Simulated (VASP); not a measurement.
# KBr: single point with PBE-based global hybrid with 50 % exact exchange

Crystal: KBr.

```
CELL_PARAMETERS angstrom
0.00000 3.68830 3.68830
3.68830 0.00000 3.68830
3.68830 3.68830 0.00000
ATOMIC_POSITIONS crystal
K 0.00000 0.00000 0.00000
Br 0.25000 0.25000 0.25000
```

- Program: VASP 6.6.1
- Task: single point
- Functional: PBE-based global hybrid with 50 % exact exchange
- Potentials or basis: VASP PAW PBE potentials, release 64 (K_sv, Br)
- Cutoff: 520 eV
- k mesh: 4 × 4 × 4
- Occupations: gaussian, width 0.01 eV
- Spin: no spin polarisation

| Quantity | Value |
| --- | --- |
| Pressure | 0.0 GPa |
| Band gap on the k mesh | 8.03 eV (least direct gap 8.04 eV) |

Levels at points of the mesh, in eV from the valence-band top:
| k point | band 4 | band 5 | band 6 | band 7 | band 8 | band 9 | band 10 | band 11 | band 12 | band 13 |
| --- | --- | --- | --- | --- | --- | --- | --- | --- | --- | --- |
| (0.00, 0.00, 0.00) | -12.94 | -12.94 | -0.01 | -0.01 | -0.01 | 8.03 | 13.10 | 13.10 | 13.84 | 13.84 |
| (0.50, 0.00, 0.00) | -12.94 | -12.72 | -0.42 | 0.00 | 0.00 | 10.40 | 10.85 | 12.39 | 12.39 | 14.30 |
| (0.50, 0.50, 0.00) | -12.95 | -12.65 | -0.46 | -0.03 | -0.03 | 9.82 | 11.12 | 13.19 | 13.95 | 13.95 |

Run time: 11 min on 1 thread of Intel(R) Xeon(R) Platinum 8488C (Sapphire Rapids), with other jobs on the host, peak memory 0.26 GiB.

Caveat: the PAW data sets were made with another functional, which shifts forces and pressure a little.
